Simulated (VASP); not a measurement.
Set up this calculation in VASP 6.6.1, as the native input.

```yaml
Task: single point
Functional: PBE
Potentials_or_basis: VASP PAW PBE potentials, release 64 (K_sv, I)
Cutoff: 520 eV
k_mesh: 6 × 6 × 6
Occupations: gaussian, width 0.05 eV
Spin: no spin polarisation
Dipole_correction: no
Further_INCAR_settings: ALGO = Normal; EDIFF = 1e-07; NBANDS = 15
```

The structure of KI lies in POSCAR:

```
KI
1.0
    0.0000000000      3.6655320000      3.2425860000
    3.6655320000      0.0000000000      3.2425860000
    3.6655320000      3.6655320000      0.0000000000
K I
1 1
Direct
    0.0000000000      0.0000000000      0.0000000000
    0.5000000000      0.5000000000      0.5000000000
```

This cell differs from its parent crystal: strain +0.040 along x and y, -0.080 along z.

The input as run:

INCAR

```
ALGO = Normal ; EDIFF = 1E-7
ENCUT = 520 ; GGA = PE
ISIF = 2 ; ISMEAR = 0
LASPH = T ; LCHARG = T
LELF = T ; LREAL = F
LVHAR = T ; LWAVE = F
NBANDS = 15 ; NELM = 100
PREC = Accurate ; SIGMA = 0.05
```

KPOINTS

```
k-points
0
Gamma
  6 6 6
```

Potentials or basis: VASP PAW PBE potentials, release 64 (K_sv, I).

The run is started by

```bash
$ cat potpaw_PBE.64/K_sv/POTCAR potpaw_PBE.64/I/POTCAR > POTCAR
$ mpirun -np 1 vasp_std > vasp.out
```

Results of the run:

The pressure is 1.4 GPa. The band gap on the k mesh is 3.92 eV, direct.

Caveat: the cell differs from its parent crystal (strain +0.040 along x and y, -0.080 along z); spin-orbit coupling is left out, which moves the levels of the heavy elements.

Wall time 26 s on 1 thread of Intel(R) Xeon(R) Platinum 8488C (Sapphire Rapids) (shared host), peak memory 0.23 GiB.
